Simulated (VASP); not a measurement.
# NiO: single point with PBE+D3(BJ)

Crystal: NiO.

```
CELL_PARAMETERS angstrom
0.00000 2.12681 2.12681
2.12681 0.00000 2.12681
2.12681 2.12681 0.00000
ATOMIC_POSITIONS crystal
Ni 0.00000 0.00000 0.00000
O 0.50000 0.50000 0.50000
```

| Item | Value |
| --- | --- |
| Program | VASP 6.6.1 |
| Task | single point |
| Functional | PBE |
| Dispersion | D3(BJ) |
| Potentials or basis | VASP PAW PBE potentials, release 64 (Ni, O) |
| Cutoff | 520 eV |
| k mesh | 11 × 11 × 11 |
| Occupations | fermi-dirac, width 0.05 eV |
| Spin | collinear spin, ferromagnetic start |
| Starting moments | [1.0, 0.0] μB |

The pressure is -8.7 GPa. The net moment is 1.83 μB per cell and the site moments are Ni +1.50; O +0.28 μB. The valence electrons inside the program's atomic spheres are Ni 8.89; O 4.96 and the dispersion energy per atom is -0.254 eV.

Levels at points of the mesh, in eV from the Fermi level:
Spin up:
```csv
k point,band 5,band 6,band 7,band 8,band 9,band 10,band 11,band 12,band 13,band 14
"(0.00, 0.00, 0.00)",-2.71,-2.71,-2.53,-2.53,-2.53,1.29,17.73,18.55,18.55,18.55
```
Spin down:
```tsv
k point	band 5	band 6	band 7	band 8	band 9	band 10
(0.00, 0.00, 0.00)	-1.69	-1.69	-1.69	-0.44	-0.44	1.65
```

Wall time 18 s on 1 thread of Intel(R) Xeon(R) 6975P-C (Granite Rapids), with other jobs on the host, peak memory 0.18 GiB.

Caveat: a cell with one magnetic atom can't hold antiferromagnetic order, which such compounds often take; semilocal functionals often make such compounds metallic where correlation or magnetic order opens a gap, which also shifts bond lengths; pairwise dispersion overbinds metals, which lowers pressure and volume. With open d or f shells a metallic result of PBE can be an artefact of self-interaction; +U or a hybrid may open a gap.
